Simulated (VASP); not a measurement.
# Si: single point with r2SCAN

Crystal: Si.

```
Si
1.0
    -3.27556    3.27556    1.86471
     3.27556   -3.27556    1.86471
     3.27556    3.27556   -1.86471
Si
4
Direct
  0.17880 0.17880 0.35760
  0.82120 0.82120 0.64240
  0.17880 0.82120 0.00000
  0.82120 0.17880 0.00000
```

This cell differs from its parent crystal: strain -0.015 along x and y, -0.030 along z.

```yaml
Program: VASP 6.6.1
Task: single point
Functional: r2SCAN
Potentials_or_basis: VASP PAW PBE potentials, release 64 (Si)
Cutoff: 520 eV
k_mesh: 10 × 10 × 10
Occupations: gaussian, width 0.03 eV
Spin: no spin polarisation
```

```
Pressure               : 6.1 GPa
Largest force          : 0.121 eV/Å
Band gap on the k mesh : 0.33 eV (least direct gap 0.72 eV)
```

Forces on the atoms (eV/Å):
```
Si  -0.085 -0.085  0.000
Si   0.085  0.085  0.000
Si   0.085 -0.085  0.000
Si  -0.085  0.085  0.000
```

Stress tensor (GPa, compression positive):
```
4.91 0.00 0.00
0.00 4.91 0.00
0.00 0.00 8.56
```

Levels at points of the mesh, in eV from the valence-band top:
| k point | band 4 | band 5 | band 6 | band 7 | band 8 | band 9 | band 10 | band 11 | band 12 | band 13 |
| --- | --- | --- | --- | --- | --- | --- | --- | --- | --- | --- |
| (0.00, 0.00, 0.00) | -5.97 | -4.19 | -1.56 | -1.56 | -0.61 | 1.66 | 1.91 | 1.91 | 2.68 | 2.68 |
| (0.50, 0.00, 0.00) | -6.60 | -4.84 | -3.83 | -2.64 | -1.62 | 0.93 | 2.70 | 3.24 | 3.72 | 4.64 |
| (0.50, 0.50, 0.00) | -5.20 | -3.21 | -2.15 | -2.11 | -1.71 | 2.07 | 2.19 | 2.29 | 4.41 | 4.78 |
| (0.50, 0.50, 0.50) | -5.58 | -3.13 | -0.18 | 0.00 | 0.00 | 0.72 | 3.73 | 4.22 | 4.70 | 4.96 |

Wall time 6.3 min on 1 thread of Intel(R) Xeon(R) Platinum 8375C CPU @ 2.90GHz (Ice Lake), on a shared host, peak memory 0.3 GiB.

Caveat: the cell differs from its parent crystal (strain -0.015 along x and y, -0.030 along z); the cell stands under pressure; semilocal functionals underestimate gaps, and a narrow one can read as zero; the PAW data sets were made with another functional, which shifts forces and pressure a little. A k mesh can miss the band edges.
